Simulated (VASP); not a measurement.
# SnTe in VASP: further runs

SnTe is run at these levels: PBEsol; tasks: single point.

Everything below comes from runs of VASP 6.6.1. Logs are shortened: lines on timing, memory, paths and dates and some standing lists are left out, and cuts for length are marked.

## Step 1: The cell of the first run

It takes space group Fm-3m (No. 225, cubic). Conventional cell: a = 6.060 Å, b = 6.060 Å, c = 6.060 Å, α = 90.00°, β = 90.00°, γ = 90.00°. Sn (site symmetry m-3m) has 6 Te at 3.03 Å within 4.0 Å. Te (site symmetry m-3m) has 6 Sn at 3.03 Å within 4.0 Å.

## Step 2: Single point, PBEsol (strain -0.040 along x and y, -0.040 along z)

The input, INCAR:

```
PREC     = Accurate       # precision mode
ENCUT    = 520            # plane-wave cutoff, eV
EDIFF    = 1E-6           # SCF threshold, eV
ISMEAR   = 0              # smearing method
SIGMA    = 0.03           # smearing width, eV
LREAL    = F              # projectors in reciprocal space
LASPH    = T              # aspherical terms in the spheres
NELM     = 60             # most SCF steps
ALGO     = Normal         # electronic algorithm
ISIF     = 2              # what is computed and relaxed
LWAVE    = F              # write WAVECAR
LCHARG   = F              # write CHGCAR
GGA      = PS             # functional
NBANDS   = 17             # bands
```

The input, KPOINTS:

```
regular mesh
0
Gamma
  10 10 10
```

The input, POSCAR:

```
SnTe
1.0
    0.0000000000      3.0302400000      3.0302400000
    3.0302400000      0.0000000000      3.0302400000
    3.0302400000      3.0302400000      0.0000000000
Sn Te
1 1
Direct
    0.0000000000      0.0000000000      0.0000000000
    0.5000000000      0.5000000000      0.5000000000
```

Potentials or basis: VASP PAW PBE potentials, release 64 (Sn_d, Te).

The run is started by

```console
cat potpaw_PBE.64/Sn_d/POTCAR potpaw_PBE.64/Te/POTCAR > POTCAR
mpirun -np 1 vasp_std > vasp.out
```

OUTCAR:

```text
PREC = Accurate
   ENCUT = 520
   EDIFF = 1E-6
   ISMEAR = 0
   LREAL = F
   LASPH = T
   NELM = 60
   ISIF = 2
   GGA = PS

 ion  position               nearest neighbor table
   1  0.000  0.000  0.000-   2 3.03   2 3.03   2 3.03   2 3.03   2 3.03   2 3.03
   2  0.500  0.500  0.500-   1 3.03   1 3.03   1 3.03   1 3.03   1 3.03   1 3.03

  LATTYP: Found a face centered cubic cell.
 ALAT       =     6.0604800000

  Lattice vectors:

 A1 = (   0.0000000000,   3.0302400000,   3.0302400000)
 A2 = (   3.0302400000,   0.0000000000,   3.0302400000)
 A3 = (   3.0302400000,   3.0302400000,   0.0000000000)

Analysis of symmetry for initial positions (statically):
=====================================================================
 Subroutine PRICEL returns:
 Original cell was already a primitive cell.

 Routine SETGRP: Setting up the symmetry group for a
 face centered cubic supercell.

 Subroutine GETGRP returns: Found 48 space group operations
 (whereof 48 operations were pure point group operations)
 out of a pool of 48 trial point group operations.

The static configuration has the point symmetry O_h .

Analysis of symmetry for dynamics (positions and initial velocities):
=====================================================================
 Subroutine PRICEL returns:
 Original cell was already a primitive cell.

 Routine SETGRP: Setting up the symmetry group for a
 face centered cubic supercell.

 Subroutine GETGRP returns: Found 48 space group operations
 (whereof 48 operations were pure point group operations)
 out of a pool of 48 trial point group operations.

The dynamic configuration has the point symmetry O_h .

 Subroutine INISYM returns: Found 48 space group operations
 (whereof 48 operations are pure point group operations),
 and found     1 'primitive' translations

----------------------------------------------------------------------------------------

                                     Primitive cell

  volume of cell :      55.6495

  direct lattice vectors                    reciprocal lattice vectors
     0.000000000  3.030240000  3.030240000    -0.165003432  0.165003432  0.165003432
     3.030240000  0.000000000  3.030240000     0.165003432 -0.165003432  0.165003432
     3.030240000  3.030240000  0.000000000     0.165003432  0.165003432 -0.165003432

  length of vectors
     4.285406505  4.285406505  4.285406505     0.285794328  0.285794328  0.285794328

  position of ions in fractional coordinates (direct lattice)
     0.000000000  0.000000000  0.000000000
     0.500000000  0.500000000  0.500000000

  ion indices of the primitive-cell ions
   primitive index   ion index
                 1           1
                 2           2

----------------------------------------------------------------------------------------

 KPOINTS: regular mesh

Automatic generation of k-mesh.
 Grid dimensions read from file:
 generate k-points for:   10   10   10

 Generating k-lattice:

  Cartesian coordinates                     Fractional coordinates (reciprocal lattice)
    -0.016500343  0.016500343  0.016500343     0.100000000  0.000000000  0.000000000
     0.016500343 -0.016500343  0.016500343     0.000000000  0.100000000  0.000000000
     0.016500343  0.016500343 -0.016500343     0.000000000  0.000000000  0.100000000

  Length of vectors
     0.028579433  0.028579433  0.028579433

  Shift w.r.t. Gamma in fractional coordinates (k-lattice)
     0.000000000  0.000000000  0.000000000

 Subroutine IBZKPT returns following result:
 ===========================================

 Found     47 irreducible k-points:

 Following reciprocal coordinates:
            Coordinates               Weight
  0.000000  0.000000  0.000000      1.000000
  0.100000  0.000000  0.000000      8.000000
  0.200000  0.000000  0.000000      8.000000
  0.300000  0.000000  0.000000      8.000000
  0.400000  0.000000  0.000000      8.000000
  0.500000  0.000000  0.000000      4.000000
[... 16 lines left out ...]
  0.300000  0.300000  0.000000      6.000000
  0.400000  0.300000  0.000000     24.000000
 [... further k-points ...]
   k-points           NKPTS =     47   k-points in BZ     NKDIM =     47   number of bands    NBANDS=     17
   number of dos      NEDOS =    301   number of ions     NIONS =      2
   total plane-waves  NPLWV =  32768
   dimension x,y,z NGX =    32 NGY =   32 NGZ =   32
   dimension x,y,z NGXF=    64 NGYF=   64 NGZF=   64
   ions per type =               1   1
   NGX,Y,Z   is equivalent  to a cutoff of  12.41, 12.41, 12.41 a.u.
   NGXF,Y,Z  is equivalent  to a cutoff of  24.83, 24.83, 24.83 a.u.
 SYSTEM =  unknown system
   PREC   = accura    normal or accurate (medium, high low for compatibility)
   ISTART =      0    job   : 0-new  1-cont  2-samecut
   ICHARG =      2    charge: 1-file 2-atom 10-const
   ISPIN  =      1    spin polarized calculation?
   LNONCOLLINEAR =      F non collinear calculations
   LSORBIT =      F    spin-orbit coupling
   LASPH  =      T    aspherical Exc in radial PAW
   ENCUT  =  520.0 eV  38.22 Ry    6.18 a.u.   7.97  7.97  7.97*2*pi/ulx,y,z
   NELM   =     60;   NELMIN=  2; NELMDL= -5     # of ELM steps
   EDIFF  = 0.1E-05   stopping-criterion for ELM
   LREAL  =      F    real-space projection
   EDIFFG = 0.1E-04   stopping-criterion for IOM
   NSW    =      0    number of steps for IOM
   IBRION =     -1    ionic relax: 0-MD 1-quasi-New 2-CG
   NFREE  =      0    steps in history (QN), initial steepest desc. (CG)
   ISIF   =      2    stress and relaxation
   ISYM   =      2    0-nonsym 1-usesym 2-fastsym
   POTIM  = 0.5000    time-step for ionic-motion
   TEBEG  =    0.0;   TEEND  =   0.0 temperature during run
   PSTRESS=    0.0 pullay stress
   NELECT =      20.0000    total number of electrons
   NUPDOWN=      -1.0000    fix difference up-down
   EMIN   =  10.00;   EMAX   =-10.00  energy-range for DOS
   EFERMI =   0.00;   METHOD = LEGACY
   ISMEAR =     0;   SIGMA  =   0.03  broadening in eV -4-tet -1-fermi 0-gaus
   EFERMI_NEDOS =   21; number of points for ismear=-14 and -15
   IALGO  =     38    algorithm
   IMIX   =      4    mixing-type and parameters
     AMIX     =   0.40;   BMIX     =  1.00
     AMIX_MAG =   1.60;   BMIX_MAG =  1.00
  volume/ion in A,a.u.               =      27.82       187.77
  Fermi-wavevector in a.u.,A,eV,Ry     =   1.163941  2.199530 18.432625  1.354760
  Thomas-Fermi vector in A             =   2.300485
   LORBIT       =      0    0 simple, 1 ext, 2 COOP (PROOUT), +10 PAW based schemes
   GGA     = PS    functional components
   LHFCALC =     F    Hartree Fock is set to
   AEXX    =    0.0000 exact exchange contribution
   IVDW    =     0    specifies the selected vdW correction
   LEPSILON=     F    determine dielectric tensor
   LRPA    =     F    only Hartree local field effects (RPA)
 non-spin polarized calculation
 Gauss-broadening in eV      SIGMA  =   0.03
  energy-cutoff  :      520.00
  volume of cell :       55.65
 maximum number of plane-waves:      1524
   NGX = 15   NGY = 15   NGZ = 15

 number of electron      19.9999998 magnetization

 Free energy of the ion-electron system (eV)
  ---------------------------------------------------
  ext. energy  EPLUGINS =         0.00000000
  ---------------------------------------------------
  free energy    TOTEN  =        -8.21369568 eV

  energy without entropy =       -8.21369568  energy(sigma->0) =       -8.21369568

 E-fermi :   8.3535     XC(G=0): -10.1817

 val. band max:        8.2268116209   @ k =   0.5000   0.0000   0.0000
 cond. band min:       8.5011448980   @ k =   0.5000   0.0000   0.0000
 fundamental gap:      0.2743332771
 Fermi energy:         8.3534714309

 k-point     1 :       0.0000    0.0000    0.0000
  band No.  band energies     occupation
      1     -13.5108      2.00000
      2     -13.5108      2.00000
      3     -13.4959      2.00000
      4     -13.4959      2.00000
      5     -13.4959      2.00000
      6      -5.4002      2.00000
[... 9 lines left out ...]
     16      12.8549      0.00000
     17      14.7059      0.00000

 k-point     2 :       0.1000    0.0000    0.0000
  band No.  band energies     occupation
      1     -13.5116      2.00000
      2     -13.5116      2.00000
      3     -13.4957      2.00000
      4     -13.4949      2.00000
      5     -13.4949      2.00000
      6      -5.2997      2.00000
[... 9 lines left out ...]
     16      13.0920      0.00000
     17      15.5694      0.00000

 k-point     3 :       0.2000    0.0000    0.0000
  band No.  band energies     occupation
      1     -13.5139      2.00000
      2     -13.5139      2.00000
      3     -13.4952      2.00000
      4     -13.4923      2.00000
      5     -13.4923      2.00000
      6      -5.0067      2.00000
[... 9 lines left out ...]
     16      13.7307      0.00000
     17      17.4185      0.00000

 k-point     4 :       0.3000    0.0000    0.0000
  band No.  band energies     occupation
      1     -13.5170      2.00000
      2     -13.5170      2.00000
      3     -13.4945      2.00000
      4     -13.4886      2.00000
      5     -13.4886      2.00000
      6      -4.5555      2.00000
[... 9 lines left out ...]
     16      14.7306      0.00000
     17      19.5832      0.00000

 k-point     5 :       0.4000    0.0000    0.0000
  band No.  band energies     occupation
      1     -13.5197      2.00000
      2     -13.5197      2.00000
      3     -13.4941      2.00000
      4     -13.4855      2.00000
      5     -13.4855      2.00000
      6      -4.0520      2.00000
[... 9 lines left out ...]
     16      16.0397      0.00000
     17      18.8972      0.00000

 k-point     6 :       0.5000    0.0000    0.0000
  band No.  band energies     occupation
      1     -13.5207      2.00000
      2     -13.5207      2.00000
      3     -13.4939      2.00000
      4     -13.4843      2.00000
      5     -13.4843      2.00000
      6      -3.7904      2.00000
[... 9 lines left out ...]
     16      17.3096      0.00000
     17      17.5381      0.00000

 k-point     7 :       0.1000    0.1000    0.0000
  band No.  band energies     occupation
      1     -13.5135      2.00000
      2     -13.5100      2.00000
      3     -13.4965      2.00000
      4     -13.4942      2.00000
      5     -13.4942      2.00000
      6      -5.2662      2.00000
[... 9 lines left out ...]
     16      13.5290      0.00000
     17      15.4210      0.00000

 k-point     8 :       0.2000    0.1000    0.0000
  band No.  band energies     occupation
      1     -13.5167      2.00000
      2     -13.5104      2.00000
      3     -13.4966      2.00000
      4     -13.4922      2.00000
      5     -13.4917      2.00000
      6      -5.0371      2.00000
[... 9 lines left out ...]
     16      14.2257      0.00000
     17      16.3111      0.00000
[... 203 lines left out ...]
      1     -13.5285      2.00000
      2     -13.5141      2.00000
      3     -13.4941      2.00000
      4     -13.4855      2.00000
      5     -13.4823      2.00000
      6      -3.6763      2.00000
[... 9 lines left out ...]
     16      17.4461      0.00000
     17      18.3481      0.00000

 k-point    20 :      -0.4000    0.2000    0.0000
  band No.  band energies     occupation
      1     -13.5259      2.00000
      2     -13.5170      2.00000
      3     -13.4915      2.00000
      4     -13.4865      2.00000
      5     -13.4834      2.00000
      6      -3.5987      2.00000
[... 9 lines left out ...]
     16      15.9326      0.00000
     17      19.2773      0.00000

 k-point    21 :      -0.3000    0.2000    0.0000
  band No.  band energies     occupation
      1     -13.5215      2.00000
      2     -13.5186      2.00000
      3     -13.4915      2.00000
      4     -13.4870      2.00000
      5     -13.4861      2.00000
      6      -3.9401      2.00000
[... 9 lines left out ...]
     16      16.5450      0.00000
     17      18.0568      0.00000

 k-point    22 :      -0.2000    0.2000    0.0000
  band No.  band energies     occupation
      1     -13.5185      2.00000
      2     -13.5169      2.00000
      3     -13.4935      2.00000
      4     -13.4892      2.00000
      5     -13.4874      2.00000
      6      -4.4052      2.00000
[... 9 lines left out ...]
     16      16.7004      0.00000
     17      17.0913      0.00000

 k-point    23 :       0.3000    0.3000    0.0000
  band No.  band energies     occupation
      1     -13.5319      2.00000
      2     -13.5056      2.00000
      3     -13.5005      2.00000
      4     -13.4840      2.00000
      5     -13.4840      2.00000
      6      -4.2827      2.00000
[... 9 lines left out ...]
     16      17.0594      0.00000
     17      17.0594      0.00000

 k-point    24 :       0.4000    0.3000    0.0000
  band No.  band energies     occupation
      1     -13.5359      2.00000
      2     -13.5059      2.00000
      3     -13.5004      2.00000
      4     -13.4820      2.00000
      5     -13.4814      2.00000
      6      -3.9122      2.00000
[... 9 lines left out ...]
     16      17.8588      0.00000
     17      18.2319      0.00000

 [... further k-points ...]
[... 5 lines left out ...]
  --------------------------------------------------------------------------------------
  -------------------------------------------------------------------------------------
  Total        2.3204431      2.3204431      2.3204431      0.0000000      0.0000000      0.0000000
  in kB       66.8067620     66.8067620     66.8067620      0.0000000      0.0000000      0.0000000
  external PRESSURE =      66.8067620 kB  Pullay stress =       0.0000000 kB

 VOLUME and BASIS-vectors are now :
 -----------------------------------------------------------------------------
  energy-cutoff  :      520.00
  volume of cell :       55.65
      direct lattice vectors                 reciprocal lattice vectors
     0.000000000  3.030240000  3.030240000    -0.165003432  0.165003432  0.165003432
     3.030240000  0.000000000  3.030240000     0.165003432 -0.165003432  0.165003432
     3.030240000  3.030240000  0.000000000     0.165003432  0.165003432 -0.165003432

 POSITION                                       TOTAL-FORCE (eV/Angst)
 -----------------------------------------------------------------------------------
      0.00000      0.00000      0.00000         0.000000     -0.000000      0.000000
      3.03024      3.03024      3.03024         0.000000      0.000000     -0.000000
 -----------------------------------------------------------------------------------
    total drift:                                0.000000     -0.000000     -0.000000

  FREE ENERGIE OF THE ION-ELECTRON SYSTEM (eV)
  ---------------------------------------------------
  free  energy   TOTEN  =        -8.2136956846 eV

  energy  without entropy=       -8.2136956846  energy(sigma->0) =       -8.21369568
```

It took 44 s on 1 thread of Intel Xeon 8259CL, shared host; peak memory 0.2 GiB.

Results:

| Property | Result |
| --- | --- |
| Free energy | -8.2137 eV |
| Pressure | 6.7 GPa |
| Band gap on the k mesh | 0.27 eV |

Levels at points of the mesh, in eV from the valence-band top:
```tsv
k point	band 7	band 8	band 9	band 10	band 11	band 12	band 13	band 14
(0.00, 0.00, 0.00)	-4.07	-2.33	-2.33	-2.33	3.71	3.71	3.71	4.63
(0.50, 0.00, 0.00)	-8.93	-1.96	-1.96	0.00	0.27	0.27	0.51	8.15
(0.50, 0.50, 0.00)	-6.47	-6.36	-4.22	-4.22	1.74	5.64	5.64	7.42
```

Caveat: the cell differs from its parent crystal (strain -0.040 along x and y, -0.040 along z); the cell stands under pressure; the PAW data sets were made with another functional, which shifts forces and pressure a little; spin-orbit coupling is left out, which moves the levels of the heavy elements. A k mesh can miss the band edges.

## Step 3: Single point, PBEsol (strain +0.040 along x and y, +0.080 along z)

The input, INCAR:

```
PREC = Accurate
ENCUT = 520
EDIFF = 1E-6
ISMEAR = 0
SIGMA = 0.03
LREAL = F
LASPH = T
NELM = 80
ALGO = Normal
ISIF = 2
LWAVE = F
LCHARG = T
GGA = PS
LELF = T
LVHAR = T
NBANDS = 17
```

The input, KPOINTS:

```
Automatic mesh
0
Gamma
  10 10 10
```

The input, POSCAR:

```
SnTe
1.0
    0.0000000000      3.2827600000      3.4090200000
    3.2827600000      0.0000000000      3.4090200000
    3.2827600000      3.2827600000      0.0000000000
Sn Te
1 1
Direct
    0.0000000000      0.0000000000      0.0000000000
    0.5000000000      0.5000000000      0.5000000000
```

Potentials or basis: VASP PAW PBE potentials, release 64 (Sn_d, Te).

The run is started by

```console
cat potpaw_PBE.64/Sn_d/POTCAR potpaw_PBE.64/Te/POTCAR > POTCAR
mpirun -np 1 vasp_std > vasp.out
```

Run time: 2.8 min. Hardware: 1 thread of Intel Xeon 8259CL, shared host; peak memory 0.3 GiB.

The run converged. Its results:

- Free energy: -8.1060 eV
- Pressure: -5.3 GPa
- Band gap on the k mesh: 0.23 eV

Stress tensor (GPa, compression positive):
```
-4.61  0.00  0.00
 0.00 -4.61  0.00
 0.00  0.00 -6.73
```

Levels at points of the mesh, in eV from the valence-band top:
| k point | band 7 | band 8 | band 9 | band 10 | band 11 | band 12 | band 13 | band 14 |
| --- | --- | --- | --- | --- | --- | --- | --- | --- |
| (0.00, 0.00, 0.00) | -5.05 | -1.63 | -1.63 | -1.28 | 2.69 | 3.44 | 3.44 | 5.02 |
| (0.50, 0.00, 0.00) | -7.41 | -1.25 | -1.18 | 0.00 | 0.23 | 0.73 | 0.82 | 7.52 |
| (0.50, 0.50, 0.00) | -6.07 | -4.27 | -2.77 | -2.77 | 2.94 | 4.47 | 4.47 | 5.11 |
| (0.50, 0.00, 0.50) | -6.24 | -4.36 | -3.02 | -2.64 | 2.86 | 3.92 | 4.73 | 5.63 |

Caveat: the cell differs from its parent crystal (strain +0.040 along x and y, +0.080 along z); the cell stands under tension; the PAW data sets were made with another functional, which shifts forces and pressure a little; spin-orbit coupling is left out, which moves the levels of the heavy elements.
